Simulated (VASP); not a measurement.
# P (Fm-3m) in VASP: notebook, part 2 of 3

VASP 6.6.1. The steps go on from the part before.

## 4. Single point, revPBE

This run uses another cell than the first one, of 14.71 Å³/atom, 1.087 times its volume.

Input file INCAR:

```
ALGO     = Normal         # electronic algorithm
EDIFF    = 1E-7           # SCF threshold, eV
ENCUT    = 520            # plane-wave cutoff, eV
GGA      = RE             # functional
ISIF     = 2              # what is computed and relaxed
ISMEAR   = -1             # smearing method
LASPH    = True           # aspherical terms in the spheres
LCHARG   = False          # write CHGCAR
LREAL    = False          # projectors in reciprocal space
LWAVE    = False          # write WAVECAR
NBANDS   = 8              # bands
NELM     = 100            # most SCF steps
PREC     = Accurate       # precision mode
SIGMA    = 0.1            # smearing width, eV
```

Input file KPOINTS:

```
k-points
0
Gamma
  16 16 16
```

Input file POSCAR:

```
P
1.0
    0.0000000000      1.9445471527      1.9445471527
    1.9445471527      0.0000000000      1.9445471527
    1.9445471527      1.9445471527      0.0000000000
P
1
Direct
    0.0000000000      0.0000000000      0.0000000000
```

Potentials or basis: VASP PAW PBE potentials, release 64 (P).

Command:

```sh
cat potpaw_PBE.64/P/POTCAR > POTCAR
mpirun -np 1 vasp_std > vasp.out
```

OUTCAR:

```text
EDIFF = 1E-7
   ENCUT = 520
   GGA = RE
   ISIF = 2
   ISMEAR = -1
   LASPH = True
   LREAL = False
   NELM = 100
   PREC = Accurate

 ion  position               nearest neighbor table
   1  0.000  0.000  0.000-

  LATTYP: Found a face centered cubic cell.
 ALAT       =     3.8890943054

  Lattice vectors:

 A1 = (   0.0000000000,   1.9445471527,   1.9445471527)
 A2 = (   1.9445471527,   0.0000000000,   1.9445471527)
 A3 = (   1.9445471527,   1.9445471527,   0.0000000000)

Analysis of symmetry for initial positions (statically):
=====================================================================
 Subroutine PRICEL returns:
 Original cell was already a primitive cell.

 Routine SETGRP: Setting up the symmetry group for a
 face centered cubic supercell.

 Subroutine GETGRP returns: Found 48 space group operations
 (whereof 48 operations were pure point group operations)
 out of a pool of 48 trial point group operations.

The static configuration has the point symmetry O_h .

Analysis of symmetry for dynamics (positions and initial velocities):
=====================================================================
 Subroutine PRICEL returns:
 Original cell was already a primitive cell.

 Routine SETGRP: Setting up the symmetry group for a
 face centered cubic supercell.

 Subroutine GETGRP returns: Found 48 space group operations
 (whereof 48 operations were pure point group operations)
 out of a pool of 48 trial point group operations.

The dynamic configuration has the point symmetry O_h .

 Subroutine INISYM returns: Found 48 space group operations
 (whereof 48 operations are pure point group operations),
 and found     1 'primitive' translations

----------------------------------------------------------------------------------------

                                     Primitive cell

  volume of cell :      14.7057

  direct lattice vectors                    reciprocal lattice vectors
     0.000000000  1.944547153  1.944547153    -0.257129275  0.257129275  0.257129275
     1.944547153  0.000000000  1.944547153     0.257129275 -0.257129275  0.257129275
     1.944547153  1.944547153  0.000000000     0.257129275  0.257129275 -0.257129275

  length of vectors
     2.750004956  2.750004956  2.750004956     0.445360969  0.445360969  0.445360969

  position of ions in fractional coordinates (direct lattice)
     0.000000000  0.000000000  0.000000000

  ion indices of the primitive-cell ions
   primitive index   ion index
                 1           1

----------------------------------------------------------------------------------------

 KPOINTS: k-points

Automatic generation of k-mesh.
 Grid dimensions read from file:
 generate k-points for:   16   16   16

 Generating k-lattice:

  Cartesian coordinates                     Fractional coordinates (reciprocal lattice)
    -0.016070580  0.016070580  0.016070580     0.062500000  0.000000000  0.000000000
     0.016070580 -0.016070580  0.016070580     0.000000000  0.062500000  0.000000000
     0.016070580  0.016070580 -0.016070580     0.000000000  0.000000000  0.062500000

  Length of vectors
     0.027835061  0.027835061  0.027835061

  Shift w.r.t. Gamma in fractional coordinates (k-lattice)
     0.000000000  0.000000000  0.000000000

 Subroutine IBZKPT returns following result:
 ===========================================

 Found    145 irreducible k-points:

 Following reciprocal coordinates:
            Coordinates               Weight
  0.000000  0.000000  0.000000      1.000000
  0.062500  0.000000  0.000000      8.000000
  0.125000  0.000000  0.000000      8.000000
  0.187500  0.000000  0.000000      8.000000
  0.250000  0.000000  0.000000      8.000000
  0.312500  0.000000  0.000000      8.000000
[... 16 lines left out ...]
 -0.125000  0.062500  0.000000     24.000000
 -0.062500  0.062500  0.000000     12.000000
 [... further k-points ...]
   k-points           NKPTS =    145   k-points in BZ     NKDIM =    145   number of bands    NBANDS=      8
   number of dos      NEDOS =    301   number of ions     NIONS =      1
   total plane-waves  NPLWV =   8000
   dimension x,y,z NGX =    20 NGY =   20 NGZ =   20
   dimension x,y,z NGXF=    40 NGYF=   40 NGZF=   40
   ions per type =               1
   NGX,Y,Z   is equivalent  to a cutoff of  12.09, 12.09, 12.09 a.u.
   NGXF,Y,Z  is equivalent  to a cutoff of  24.18, 24.18, 24.18 a.u.
 SYSTEM =  unknown system
   PREC   = accura    normal or accurate (medium, high low for compatibility)
   ISTART =      0    job   : 0-new  1-cont  2-samecut
   ICHARG =      2    charge: 1-file 2-atom 10-const
   ISPIN  =      1    spin polarized calculation?
   LNONCOLLINEAR =      F non collinear calculations
   LSORBIT =      F    spin-orbit coupling
   LASPH  =      T    aspherical Exc in radial PAW
   ENCUT  =  520.0 eV  38.22 Ry    6.18 a.u.   5.11  5.11  5.11*2*pi/ulx,y,z
   NELM   =    100;   NELMIN=  2; NELMDL= -5     # of ELM steps
   EDIFF  = 0.1E-06   stopping-criterion for ELM
   LREAL  =      F    real-space projection
   EDIFFG = 0.1E-05   stopping-criterion for IOM
   NSW    =      0    number of steps for IOM
   IBRION =     -1    ionic relax: 0-MD 1-quasi-New 2-CG
   NFREE  =      0    steps in history (QN), initial steepest desc. (CG)
   ISIF   =      2    stress and relaxation
   ISYM   =      2    0-nonsym 1-usesym 2-fastsym
   POTIM  = 0.5000    time-step for ionic-motion
   TEBEG  =    0.0;   TEEND  =   0.0 temperature during run
   PSTRESS=    0.0 pullay stress
   NELECT =       5.0000    total number of electrons
   NUPDOWN=      -1.0000    fix difference up-down
   EMIN   =  10.00;   EMAX   =-10.00  energy-range for DOS
   EFERMI =   0.00;   METHOD = LEGACY
   ISMEAR =    -1;   SIGMA  =   0.10  broadening in eV -4-tet -1-fermi 0-gaus
   EFERMI_NEDOS =   21; number of points for ismear=-14 and -15
   IALGO  =     38    algorithm
   IMIX   =      4    mixing-type and parameters
     AMIX     =   0.40;   BMIX     =  1.00
     AMIX_MAG =   1.60;   BMIX_MAG =  1.00
  volume/ion in A,a.u.               =      14.71        99.24
  Fermi-wavevector in a.u.,A,eV,Ry     =   1.142623  2.159245 17.763599  1.305588
  Thomas-Fermi vector in A             =   2.279321
   LORBIT       =      0    0 simple, 1 ext, 2 COOP (PROOUT), +10 PAW based schemes
   GGA     = RE    functional components
   LHFCALC =     F    Hartree Fock is set to
   AEXX    =    0.0000 exact exchange contribution
   IVDW    =     0    specifies the selected vdW correction
   LEPSILON=     F    determine dielectric tensor
   LRPA    =     F    only Hartree local field effects (RPA)
 non-spin polarized calculation
  energy-cutoff  :      520.00
  volume of cell :       14.71
 maximum number of plane-waves:       415
   NGX = 11   NGY = 11   NGZ = 11

 number of electron       5.0000000 magnetization

 Free energy of the ion-electron system (eV)
  ---------------------------------------------------
  ext. energy  EPLUGINS =         0.00000000
  ---------------------------------------------------
  free energy    TOTEN  =        -4.19027958 eV

  energy without entropy =       -4.17127954  energy(sigma->0) =       -4.18077956

 E-fermi :   9.6547     XC(G=0): -11.4256

 val. band max:        9.5734033976   @ k =   0.5000   0.4375   0.0625
 cond. band min:       9.6592928373   @ k =  -0.3125   0.3750   0.1250
 fundamental gap:      0.0858894397
 Fermi energy:         9.6546618526

 k-point     1 :       0.0000    0.0000    0.0000
  band No.  band energies     occupation
      1      -6.5457      2.00000
      2      16.3994      0.00000
      3      16.3994      0.00000
      4      16.3994      0.00000
      5      21.0327      0.00000
      6      21.0327      0.00000
      7      21.0327      0.00000
      8      27.1988      0.00000

 k-point     2 :       0.0625    0.0000    0.0000
  band No.  band energies     occupation
      1      -6.4373      2.00000
      2      15.4931      0.00000
      3      16.2378      0.00000
      4      16.2378      0.00000
      5      21.1157      0.00000
      6      21.3044      0.00000
      7      21.3044      0.00000
      8      26.8004      0.00000
[... 221 lines left out ...]
 k-point    23 :      -0.1250    0.0625    0.0000
  band No.  band energies     occupation
      1      -5.8609      2.00000
      2      12.7719      0.00000
      3      14.4357      0.00000
      4      16.2250      0.00000
      5      21.2016      0.00000
      6      21.7537      0.00000
      7      22.7124      0.00000
      8      24.8273      0.00000

 k-point    24 :      -0.0625    0.0625    0.0000
  band No.  band energies     occupation
      1      -6.2568      2.00000
      2      14.7426      0.00000
      3      15.1387      0.00000
      4      16.3964      0.00000
      5      21.0751      0.00000
      6      21.3152      0.00000
      7      22.1690      0.00000
      8      25.7737      0.00000

 [... further k-points ...]
[... 5 lines left out ...]
  --------------------------------------------------------------------------------------
  -------------------------------------------------------------------------------------
  Total       -0.0062245     -0.0062245     -0.0062245      0.0000000      0.0000000      0.0000000
  in kB       -0.6781553     -0.6781553     -0.6781553      0.0000000      0.0000000      0.0000000
  external PRESSURE =      -0.6781553 kB  Pullay stress =       0.0000000 kB

 VOLUME and BASIS-vectors are now :
 -----------------------------------------------------------------------------
  energy-cutoff  :      520.00
  volume of cell :       14.71
      direct lattice vectors                 reciprocal lattice vectors
     0.000000000  1.944547153  1.944547153    -0.257129275  0.257129275  0.257129275
     1.944547153  0.000000000  1.944547153     0.257129275 -0.257129275  0.257129275
     1.944547153  1.944547153  0.000000000     0.257129275  0.257129275 -0.257129275

 POSITION                                       TOTAL-FORCE (eV/Angst)
 -----------------------------------------------------------------------------------
      0.00000      0.00000      0.00000         0.000000      0.000000      0.000000
 -----------------------------------------------------------------------------------
    total drift:                                0.000000      0.000000      0.000000

  FREE ENERGIE OF THE ION-ELECTRON SYSTEM (eV)
  ---------------------------------------------------
  free  energy   TOTEN  =        -4.1902795790 eV

  energy  without entropy=       -4.1712795409  energy(sigma->0) =       -4.18077956
```

Wall time 11 s (1 thread of AMD EPYC 7R13 (Zen 3), shared host); peak memory 0.09 GiB.

What came out:

| Property | Result |
| --- | --- |
| Free energy | -4.1903 eV |
| Pressure | -0.1 GPa |

Caveat: the PAW data sets were made with another functional, which shifts forces and pressure a little.

## 5. Single point, revPBE (volume scaled by 1.04)

Input file INCAR:

```
SYSTEM = P
  PREC = Accurate
  ENCUT = 520
  EDIFF = 1E-6
  ISMEAR = -1
  SIGMA = 0.1
  LREAL = .False.
  LASPH = .True.
  NELM = 100
  ALGO = Normal
  ISIF = 2
  LWAVE = .False.
  LCHARG = .False.
  GGA = RE
  NBANDS = 8
```

Input file KPOINTS:

```
regular mesh
0
Gamma
  16 16 16
  0 0 0
```

Input file POSCAR:

```
P
1.0
    0.0000000000      1.9701362339      1.9701362339
    1.9701362339      0.0000000000      1.9701362339
    1.9701362339      1.9701362339      0.0000000000
P
1
Direct
    0.0000000000      0.0000000000      0.0000000000
```

Potentials or basis: VASP PAW PBE potentials, release 64 (P).

Command:

```sh
cat potpaw_PBE.64/P/POTCAR > POTCAR
mpirun -np 1 vasp_std > vasp.out
```

OUTCAR:

```text
SYSTEM = P
   PREC = Accurate
   ENCUT = 520
   EDIFF = 1E-6
   ISMEAR = -1
   LREAL = .False.
   LASPH = .True.
   NELM = 100
   ISIF = 2
   GGA = RE

 ion  position               nearest neighbor table
   1  0.000  0.000  0.000-

  LATTYP: Found a face centered cubic cell.
 ALAT       =     3.9402724678

  Lattice vectors:

 A1 = (   0.0000000000,   1.9701362339,   1.9701362339)
 A2 = (   1.9701362339,   0.0000000000,   1.9701362339)
 A3 = (   1.9701362339,   1.9701362339,   0.0000000000)

[... 433 lines left out ...]
  band No.  band energies     occupation
      1      -6.4170      2.00000
      2      13.9348      0.00000
      3      14.3604      0.00000
      4      15.4922      0.00000
      5      20.3697      0.00000
      6      20.6789      0.00000
      7      21.4469      0.00000
      8      25.0017      0.00000

 [... further k-points ...]
[... 5 lines left out ...]
  --------------------------------------------------------------------------------------
  -------------------------------------------------------------------------------------
  Total       -0.3272114     -0.3272114     -0.3272114     -0.0000000     -0.0000000      0.0000000
  in kB      -34.2783722    -34.2783722    -34.2783722     -0.0000000     -0.0000000      0.0000000
  external PRESSURE =     -34.2783722 kB  Pullay stress =       0.0000000 kB

 VOLUME and BASIS-vectors are now :
 -----------------------------------------------------------------------------
  energy-cutoff  :      520.00
  volume of cell :       15.29
      direct lattice vectors                 reciprocal lattice vectors
     0.000000000  1.970136234  1.970136234    -0.253789556  0.253789556  0.253789556
     1.970136234  0.000000000  1.970136234     0.253789556 -0.253789556  0.253789556
     1.970136234  1.970136234  0.000000000     0.253789556  0.253789556 -0.253789556

 POSITION                                       TOTAL-FORCE (eV/Angst)
 -----------------------------------------------------------------------------------
      0.00000      0.00000      0.00000         0.000000      0.000000      0.000000
 -----------------------------------------------------------------------------------
    total drift:                               -0.000000      0.000000     -0.000000

  FREE ENERGIE OF THE ION-ELECTRON SYSTEM (eV)
  ---------------------------------------------------
  free  energy   TOTEN  =        -4.1838070723 eV

  energy  without entropy=       -4.1648371551  energy(sigma->0) =       -4.17432211
```

OSZICAR:

```text
N       E                     dE             d eps       ncg     rms          rms(c)
DAV:   1     0.832238209958E+00    0.83224E+00   -0.20555E+03  2368   0.449E+02
DAV:   2    -0.415514336952E+01   -0.49874E+01   -0.48685E+01  3624   0.473E+01
DAV:   3    -0.419568005167E+01   -0.40537E-01   -0.40459E-01  2608   0.460E+00
DAV:   4    -0.419572998912E+01   -0.49937E-04   -0.49938E-04  3848   0.174E-01
DAV:   5    -0.419572999840E+01   -0.92817E-08   -0.92061E-08  2768   0.167E-03    0.396E+00
DAV:   6    -0.418727425523E+01    0.84557E-02   -0.56724E-03  2536   0.390E-01    0.225E+00
DAV:   7    -0.418378161521E+01    0.34926E-02   -0.93922E-03  2568   0.508E-01    0.979E-02
DAV:   8    -0.418380665328E+01   -0.25038E-04   -0.69932E-05  3608   0.673E-02    0.186E-02
DAV:   9    -0.418380707225E+01   -0.41897E-06   -0.60491E-07  2816   0.576E-03
   1 F= -.41838071E+01 E0= -.41743221E+01  d E =-.189699E-01
```

stdout:

```text
POSCAR found type information on POSCAR P
 POSCAR found :  1 types and       1 ions
 scaLAPACK will be used
 -----------------------------------------------------------------------------
|                                                                             |
|                                                                             |
|     You enforced a specific xc type in the INCAR file but a different       |
|     I HOPE YOU KNOW WHAT YOU ARE DOING!                                     |
|                                                                             |
 -----------------------------------------------------------------------------

 LDA part: xc-table for (Slater+PW92), standard interpolation
 POSCAR, INCAR and KPOINTS ok, starting setup
 FFT: planning ... GRIDC
 FFT: planning ... GRID_SOFT
 FFT: planning ... GRID
 WAVECAR not read
 entering main loop
```

It took 15 s on 1 thread of AMD EPYC 7R13 (Zen 3), shared host; peak memory 0.11 GiB.

Results:

```
Free energy : -4.1838 eV
Pressure    : -3.4 GPa
```

Caveat: the cell differs from its parent crystal (volume scaled by 1.04); the PAW data sets were made with another functional, which shifts forces and pressure a little.

(Part 2 of 3 ends here.)
